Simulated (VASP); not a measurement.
C, 4 atoms in the cell. Symmetry: P6_3/mmc, No. 194, hexagonal system. Conventional cell: a = 2.466 Å, b = 2.466 Å, c = 8.207 Å, α = 90.00°, β = 90.00°, γ = 120.00°. C (site symmetry -6m2) has 3 C at 1.42 Å within 1.9 Å. C (site symmetry -6m2) has 3 C at 1.42 Å within 1.9 Å. 

| Property | Result |
| --- | --- |
| Program | VASP 6.6.1 |
| Task | single point |
| Functional | PBE |
| Potentials or basis | VASP PAW PBE potentials, release 64 (C) |
| Cutoff | 520 eV |
| k mesh | 10 × 10 × 4 |
| Occupations | gaussian, width 0.05 eV |
| Spin | no spin polarisation |
| Dipole correction | no |
| Further INCAR settings | ALGO = Normal; EDIFF = 1e-07; NBANDS = 16 |

Potentials or basis: VASP PAW PBE potentials, release 64 (C).

The run is started by

```sh
$ cat potpaw_PBE.64/C/POTCAR > POTCAR
$ mpirun -np 1 vasp_std > vasp.out
```

Hardware: 1 thread of Intel(R) Xeon(R) Platinum 8259CL CPU @ 2.50GHz (Skylake/Cascade Lake), on a shared host.

Question: How long does it take, and how much memory?

Answer: Run time: 21 s on 1 thread of Intel(R) Xeon(R) Platinum 8259CL CPU @ 2.50GHz (Skylake/Cascade Lake) (shared host), peak memory 0.15 GiB. Counts: scf iterations 14, k points 42.
